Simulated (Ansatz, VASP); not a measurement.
## Two plane-wave programs on BAs

```
CELL_PARAMETERS angstrom
0.00000 2.39187 2.39187
2.39187 0.00000 2.39187
2.39187 2.39187 0.00000
ATOMIC_POSITIONS crystal
B 0.00000 0.00000 0.00000
As 0.25000 0.25000 0.25000
```

Alike in both runs: task single point; functional PBEsol; k mesh 6 × 6 × 6; occupations methfessel-paxton of order 1, width 0.5 eV; no spin polarisation.

|  | VASP | Ansatz |
| --- | --- | --- |
| version | VASP 6.6.1 | Ansatz 0.2.0 |
| potentials or method | VASP PAW PBE potentials, release 64 (B, As_d) | plane waves |
| plane-wave cutoff (eV) | 600 | 420 |
| valence electrons in the cell | 18 | 18 |

|  | VASP | Ansatz | Ansatz less VASP |
| --- | --- | --- | --- |
| pressure (GPa) | -1.5 | -1.3 | +0.18 |

VASP's potentials were made for PBE, not for PBEsol.
